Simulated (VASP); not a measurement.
Write the native input for VASP 6.6.1 that does the following.

- Task: single point
- Functional: PBE
- Potentials or basis: VASP PAW PBE potentials, release 64 (Si, C)
- Cutoff: 520 eV
- k mesh: 12 × 12 × 12
- Occupations: gaussian, width 0.05 eV
- Spin: no spin polarisation
- Dipole correction: no
- Further INCAR settings: ALGO = Normal; EDIFF = 1e-06; NBANDS = 11

The structure of SiC lies in POSCAR:

```
SiC
1.0
    0.0000000000      2.1550112119      2.1550112119
    2.1550112119      0.0000000000      2.1550112119
    2.2258392471      2.2258392471     -0.0708280352
Si C
1 1
Direct
    0.0000000000      0.0000000000      0.0000000000
    0.7500000000      0.7500000000      0.7500000000
```

The input as run:

INCAR

```
SYSTEM = SiC
ALGO = Normal ; EDIFF = 1E-6
ENCUT = 520 ; GGA = PE
ISIF = 2 ; ISMEAR = 0
LASPH = .TRUE. ; LCHARG = .TRUE.
LELF = .TRUE. ; LREAL = .FALSE.
LVHAR = .TRUE. ; LWAVE = .FALSE.
NBANDS = 11 ; NELM = 80
PREC = Accurate ; SIGMA = 0.05
```

KPOINTS

```
k-points
0
G
  12 12 12
  0 0 0
```

Potentials or basis: VASP PAW PBE potentials, release 64 (Si, C).

The run is started by

```bash
$ cat potpaw_PBE.64/Si/POTCAR potpaw_PBE.64/C/POTCAR > POTCAR
$ mpirun -np 1 vasp_std > vasp.out
```

It gave:

The pressure is 0.6 GPa and the largest force is 0.313 eV/Å. The band gap on the k mesh is 1.24 eV, indirect (least direct gap 4.24 eV).

Wall time 17 s on 1 thread of Intel(R) Xeon(R) Platinum 8488C (Sapphire Rapids), with other jobs on the host, peak memory 0.16 GiB.
